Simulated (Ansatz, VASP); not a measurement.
# ScTaN: VASP beside Ansatz

INCAR

```
ALGO = Normal
EDIFF = 1E-6
EDIFFG = -0.01
ENCUT = 600
GGA = PS
IBRION = 2
ISIF = 3
ISMEAR = -1
LASPH = True
LCHARG = False
LREAL = False
LWAVE = False
NELM = 80
NSW = 60
PREC = Accurate
SIGMA = 0.05
```

The input KPOINTS:

```
k-points
0
Gamma
  10 10 3
```

POSCAR

```
ScTaN
1.0
    3.0850655424      0.0000000000      0.0000000000
   -1.5425327712      2.6717451321      0.0000000000
    0.0000000000      0.0000000000     10.3401360000
Ta Sc N
2 2 2
Direct
    0.3333333333      0.6666666667      0.2456310000
    0.6666666667      0.3333333333      0.7543690000
    0.0000000000      0.0000000000      0.0000000000
    0.0000000000      0.0000000000      0.5000000000
    0.3333333333      0.6666666667      0.6298410000
    0.6666666667      0.3333333333      0.3701590000
```

File input.yaml:

```yaml
crystal:
  lattice:
    - [3.0850655424, 0.0, 0.0]
    - [-1.5425327712, 2.6717451321, 0.0]
    - [0.0, 0.0, 10.340136]
  atoms:
    - { symbol: Ta, position: [0.3333333333, 0.6666666667, 0.245631] }
    - { symbol: Ta, position: [0.6666666667, 0.3333333333, 0.754369] }
    - { symbol: Sc, position: [0.0, 0.0, 0.0] }
    - { symbol: Sc, position: [0.0, 0.0, 0.5] }
    - { symbol: "N", position: [0.3333333333, 0.6666666667, 0.629841] }
    - { symbol: "N", position: [0.6666666667, 0.3333333333, 0.370159] }
hamiltonian:
  xc: pbesol
  pseudopotentials: { kind: paw }
kpoints:
  mp_grid: { grid: [10, 10, 3] }
scf:
  occupations: { method: fermi_dirac, width: 0.05 }
output:
  forces: true
  stress: true
  eigenvalues: true
relax:
  f_tol: 0.01
  max_steps: 40
  cell: { stress_tol: 0.05 }
```

Alike in both runs: task relaxation of cell and atoms; functional PBEsol; k mesh 10 × 10 × 3; occupations fermi-dirac, width 0.05 eV; no spin polarisation.

|  | VASP | Ansatz |
| --- | --- | --- |
| version | VASP 6.6.1 | Ansatz 0.2.0 |
| potentials or method | VASP PAW PBE potentials, release 64 (Ta_pv, Sc_sv, N) | Ansatz PAW |
| plane-wave cutoff (eV) | 600 | 420 |
| valence electrons in the cell | 54 | 58 |

Ansatz gave:

| Quantity | Value |
| --- | --- |
| gap on the k mesh at the Fermi level, each at its own relaxed structure (eV) | none |
| relaxed volume (Å³/atom) | 13.74 |
| relaxed cell length with the largest relative difference (Å) | 3.053 |

Which values does VASP return?

gap on the k mesh at the Fermi level, each at its own relaxed structure (eV): none; relaxed volume (Å³/atom): 13.77; relaxed cell length with the largest relative difference (Å): 3.056.

VASP's potentials were made for PBE, not for PBEsol. A gap of «none» marks a metal or a gap that the smearing closes. VASP's potentials hold 54 valence electrons a cell and Ansatz's 58, so a difference there can come from the potentials and not from the codes.

Neither program's run includes spin-orbit coupling. Noted on Ansatz's run: the plane-wave basis is chosen anew once the cell has moved, so the energies of steps on either side of that aren't comparable.
